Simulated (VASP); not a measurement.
Wanted: the native input for a VASP 6.6.1 run.

| Property | Result |
| --- | --- |
| Task | single point |
| Functional | PBE |
| Potentials or basis | VASP PAW PBE potentials, release 64 (Pb_d, S) |
| Cutoff | 520 eV |
| k mesh | 8 × 8 × 8 |
| Occupations | fermi-dirac, width 0.06 eV |
| Spin | no spin polarisation |
| Dipole correction | no |
| Further INCAR settings | ALGO = Normal; EDIFF = 1e-07; NBANDS = 17 |

The structure of PbS lies in POSCAR:

```
PbS
1.0
    0.0000000000      2.9748505000      2.9748505000
    2.9748505000      0.0000000000      2.9748505000
    2.9748505000      2.9748505000      0.0000000000
Pb S
1 1
Direct
    0.0000000000      0.0000000000      0.0000000000
    0.5000000000      0.5000000000      0.5000000000
```

The input as run:

INCAR

```
PREC = Accurate
ENCUT = 520
EDIFF = 1E-7
ISMEAR = -1
SIGMA = 0.06
LREAL = F
LASPH = T
NELM = 100
ALGO = Normal
ISIF = 2
LWAVE = F
LCHARG = F
GGA = PE
NBANDS = 17
```

KPOINTS

```
Automatic mesh
0
Gamma
  8 8 8
```

Potentials or basis: VASP PAW PBE potentials, release 64 (Pb_d, S).

The run is started by

```console
$ cat potpaw_PBE.64/Pb_d/POTCAR potpaw_PBE.64/S/POTCAR > POTCAR
$ mpirun -np 1 vasp_std > vasp.out
```

It gave:

| Property | Result |
| --- | --- |
| Pressure | 1.6 GPa |
| Band gap on the k mesh | 0.40 eV, direct |

Caveat: spin-orbit coupling is left out, which moves the levels of the heavy elements.

It took 8.2 s on 1 thread of Intel(R) Xeon(R) 6975P-C (Granite Rapids) (shared host), peak memory 0.17 GiB.
